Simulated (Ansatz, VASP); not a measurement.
One calculation of Ge, two programs

```
CELL_PARAMETERS angstrom
0.00000 2.90931 2.86017
2.90931 0.00000 2.86017
2.90931 2.90931 0.00000
ATOMIC_POSITIONS crystal
Ge 0.00000 0.00000 0.00000
Ge 0.25000 0.25000 0.25000
```

Change from the starting cell: strained cell.

Alike in both runs: functional PBE; k mesh 10 × 10 × 10; occupations gaussian, width 0.1 eV; no spin polarisation.

Ansatz relaxed the structure, and its values are those at the end. VASP's run is a single point on that final structure, the one shown.

|  | VASP | Ansatz |
| --- | --- | --- |
| version | VASP 6.6.1 | Ansatz 0.2.0 |
| potentials or method | VASP PAW PBE potentials, release 64 (Ge_d), cutoff 500 eV | scalar-relativistic, plane waves, PAW |
| valence electrons in the cell | 28 | 28 |

```csv
,VASP,Ansatz,Ansatz less VASP
gap on the k mesh at the Fermi level (eV),none,none,-
pressure (GPa),-0.8,-0.7,+0.09
```

A gap of «none» marks a metal or a gap that the smearing closes. The functional is the same, so the differences come from potentials, cutoffs and numerics. Ansatz's warnings: stress scf threshold loose.
